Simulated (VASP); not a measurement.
**W3N4: relaxation of cell and atoms with PBEsol**

Crystal: W3N4.

```
W N
1.0
     4.12200    0.00000    0.00000
     0.00000    4.12200    0.00000
     0.00000    0.00000    4.12200
W N
3 4
Direct
  0.50000 0.50000 0.00000
  0.00000 0.50000 0.50000
  0.50000 0.00000 0.50000
  0.50000 0.50000 0.50000
  0.50000 0.00000 0.00000
  0.00000 0.50000 0.00000
  0.00000 0.00000 0.50000
```

| Quantity | Value |
| --- | --- |
| Program | VASP 6.6.1 |
| Task | relaxation of cell and atoms |
| Functional | PBEsol |
| Potentials or basis | VASP PAW PBE potentials, release 64 (W_sv, N) |
| Cutoff | 600 eV |
| k mesh | 10 × 10 × 10 |
| Occupations | gaussian, width 0.1 eV |
| Spin | no spin polarisation |
| Dipole correction | no |
| Further INCAR settings | ALGO = Normal; EDIFF = 1e-07; IBRION = 2; EDIFFG = -0.01; NSW = 80; ISIF = 3 |

```
Relaxed volume                        : 10.47 Å³/atom
Relaxed cell                          : a = 4.185 Å, b = 4.185 Å, c = 4.185 Å, α = 90.00°, β = 90.00°, γ = 90.00°
Space group after relaxing (to 0.1 Å) : Pm-3m (No. 221)
Energy gained by relaxing             : 25.9 meV/atom
Ionic steps                           : 4
Pressure after relaxing               : 0.0 GPa
Band gap on the k mesh                : zero (bands 31 and 32 overlap by 2.52 eV)
```

Step by step:
| step | energy change (eV) | largest force (eV/Å) | pressure (GPa) | volume (Å³) |
| --- | --- | --- | --- | --- |
| 1 | 0.0000 | 0.0000 | 18.71 | 70.04 |
| 2 | 0.9209 | 0.0000 | -34.07 | 82.56 |
| 3 | -0.1809 | 0.0000 | -0.79 | 73.43 |
| 4 | -0.1813 | 0.0000 | -0.05 | 73.28 |

Final structure:
```
W N
1.0
     4.18472    0.00000    0.00000
     0.00000    4.18472    0.00000
     0.00000    0.00000    4.18472
W N
3 4
Cartesian
  2.0924 2.0924 0.0000
  0.0000 2.0924 2.0924
  2.0924 0.0000 2.0924
  2.0924 2.0924 2.0924
  2.0924 0.0000 0.0000
  0.0000 2.0924 0.0000
  0.0000 0.0000 2.0924
```

Levels at points of the mesh, in eV from the Fermi level:
| k point | band 28 | band 29 | band 30 | band 31 | band 32 | band 33 | band 34 | band 35 |
| --- | --- | --- | --- | --- | --- | --- | --- | --- |
| (0.00, 0.00, 0.00) | -3.40 | -2.06 | -2.06 | -2.06 | -0.83 | -0.83 | -0.83 | -0.31 |
| (0.50, 0.00, 0.00) | -3.58 | -3.33 | -1.67 | -0.03 | 0.00 | 0.00 | 0.24 | 0.24 |
| (0.50, 0.50, 0.00) | -1.43 | -0.53 | 0.35 | 0.38 | 0.55 | 0.55 | 1.28 | 1.28 |
| (0.50, 0.50, 0.50) | -2.79 | 1.15 | 1.15 | 1.15 | 1.69 | 1.69 | 1.69 | 2.66 |

It took 6.3 min on 1 thread of AMD EPYC 9R45 96-Core Processor (Zen 5) (shared host), peak memory 0.27 GiB.

Caveat: the PAW data sets were made with another functional, which shifts forces and pressure a little; spin-orbit coupling is left out, which moves the levels of the heavy elements. Zero-point motion and thermal expansion aren't in these numbers.
